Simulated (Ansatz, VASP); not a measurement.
## One calculation of BP, two programs

```
CELL_PARAMETERS angstrom
0.00000 2.26900 2.20093
2.26900 0.00000 2.20093
2.26900 2.26900 0.00000
ATOMIC_POSITIONS crystal
B 0.00000 0.00000 0.00000
P 0.75000 0.75000 0.75000
```

Change from the starting cell: zz strain of -3 %.

Alike in both runs: task single point; functional PBE; k mesh 15 × 15 × 15; occupations fermi-dirac, width 0.05 eV; no spin polarisation.

```csv
,VASP,Ansatz
version,VASP 6.6.1,Ansatz 0.2.0
potentials or method,"VASP PAW PBE potentials, release 64 (B, P), cutoff 520 eV","all-electron LAPW, scalar-relativistic"
```

```tsv
	VASP	Ansatz	Ansatz less VASP
pressure (GPa)	6.2	6.4	+0.21
traceless stress, the component that is largest in VASP (GPa)	5.34	5.34	-0.005
```

Ansatz ran all-electron here, and VASP with PAW potentials.
